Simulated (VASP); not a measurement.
Write the native input for VASP 6.6.1 that does the following.

- Task: single point
- Functional: PBE
- Potentials or basis: VASP PAW PBE potentials, release 64 (Mg, Cl, Li_sv)
- Cutoff: 520 eV
- k mesh: 3 × 2 × 2
- Occupations: gaussian, width 0.02 eV
- Spin: no spin polarisation
- Dipole correction: no
- Further INCAR settings: LREAL = Auto; ALGO = Normal; EDIFF = 1e-07; NBANDS = 77

The structure of Li4Mg5Cl14 lies in POSCAR:

```
Li4Mg5Cl14
1.0
    6.9720430000     -0.4293720000     -0.5000080000
   -0.4172580000      9.4799370000      1.3155150000
   -0.4862010000      1.2744670000      9.4401300000
Mg Cl Li
5 14 4
Direct
    0.3080624362      0.5307612972      0.6452338317
    0.1315070080      0.2869304377      0.4738656255
    0.8408330237      0.7954005569      0.6800301735
    0.7845869238      0.8955942907      0.9843441284
    0.4129744686      0.4752796563      0.1791275959
    0.4222419684      0.2717801467      0.6486938719
    0.6711987988      0.0946902217      0.0537977402
    0.1958610382      0.2477550356      0.2408695134
    0.1161296657      0.0076012777      0.9463823490
    0.3841783092      0.4436201405      0.9223232313
    0.1716065507      0.7561126540      0.6509153034
    0.7004061258      0.3669499359      0.3052987555
    0.9850059499      0.3680141169      0.6531344743
    0.2249994755      0.5442689743      0.3607030984
    0.9188995559      0.0585517702      0.4921976537
    0.6207486590      0.6471978802      0.5683527386
    0.6197507622      0.9475175787      0.7413458173
    0.9120715911      0.6794153821      0.9450061630
    0.4991460273      0.7355008320      0.0934078152
    0.7087126141      0.2122431180      0.5747097543
    0.8434014435      0.1908936615      0.2285356545
    0.3751103162      0.1926443120      0.9211569718
    0.2400080839      0.8016721184      0.9036053029
```

One way to write it, as run:

INCAR

```
PREC = Accurate
ENCUT = 520
EDIFF = 1E-7
ISMEAR = 0
SIGMA = 0.02
LREAL = Auto
LASPH = T
NELM = 100
ALGO = Normal
ISIF = 2
LWAVE = F
LCHARG = F
GGA = PE
NBANDS = 77
```

KPOINTS

```
regular mesh
0
Gamma
  3 2 2
```

Potentials or basis: VASP PAW PBE potentials, release 64 (Mg, Cl, Li_sv).

Launch:

```console
$ cat potpaw_PBE.64/Mg/POTCAR potpaw_PBE.64/Cl/POTCAR potpaw_PBE.64/Li_sv/POTCAR > POTCAR
$ mpirun -np 1 vasp_std > vasp.out
```

It gave:

| Item | Value |
| --- | --- |
| Largest force | 0.048 eV/Å |
| Band gap on the k mesh | 4.83 eV (least direct gap 4.84 eV) |

Run time: 22 min on 1 thread of Intel Xeon 8259CL, on a shared host, peak memory 0.71 GiB.
